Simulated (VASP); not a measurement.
A run of VASP 6.6.1 is set up as follows.

Contents of POSCAR:

```
SiGe3
1.0
    1.9838896584      1.1453992283      6.4671923426
   -1.9838896584      1.1453992283      6.4671923426
    0.0000000000     -2.2907984566      6.4671923426
Si Ge
1 3
Direct
    1.0000856435      0.0000856435      0.0000856435
    0.5000462168      0.5000462168      0.5000462168
    0.3734068926      0.3734068926      0.3734068926
    0.8764612472      0.8764612472      0.8764612472
```

The input INCAR.step1:

```
SYSTEM = SiGe3
ALGO = Normal ; EDIFF = 1E-4
ENCUT = 520 ; GGA = PE
ISMEAR = -1 ; LASPH = .True.
LCHARG = .False. ; LREAL = .False.
LWAVE = .True. ; NBANDS = 31
NELM = 100 ; PREC = Accurate
SIGMA = 0.02
```

Contents of INCAR.step2:

```
SYSTEM = SiGe3
ALGO = Normal ; EDIFF = 1E-7
ENCUT = 520 ; ISIF = 2
ISMEAR = -1 ; ISTART = 1
LASPH = .True. ; LCHARG = .True.
LELF = .True. ; LMIXTAU = .True.
LREAL = .False. ; LVHAR = .True.
LWAVE = .False. ; METAGGA = R2SCAN
NBANDS = 31 ; NELM = 100
PREC = Accurate ; SIGMA = 0.02
```

File KPOINTS:

```
k-points
0
Gamma
  6 6 6
  0 0 0
```

Potentials or basis: VASP PAW PBE potentials, release 64 (Si, Ge_d).

The run is started by

```sh
$ cat potpaw_PBE.64/Si/POTCAR potpaw_PBE.64/Ge_d/POTCAR > POTCAR
$ cp INCAR.step1 INCAR
$ mpirun -np 1 vasp_std > vasp.out
$ cp INCAR.step2 INCAR
$ mpirun -np 1 vasp_std > vasp.out
```

Problem. Predict the largest force.

Solution. 0.010 eV/Å.

Problem. Estimate the band gap on the k mesh.

Solution. 0.64 eV (least direct gap 0.67 eV).

Problem. What does it give for the pressure?

Solution. 0.0 GPa.

Forces on the atoms (eV/Å):
```
Si   0.000  0.000 -0.001
Ge   0.000  0.000  0.002
Ge   0.000  0.000 -0.010
Ge   0.000  0.000  0.009
```

Caveat: the PAW data sets were made with another functional, which shifts forces and pressure a little. A k mesh can miss the band edges.
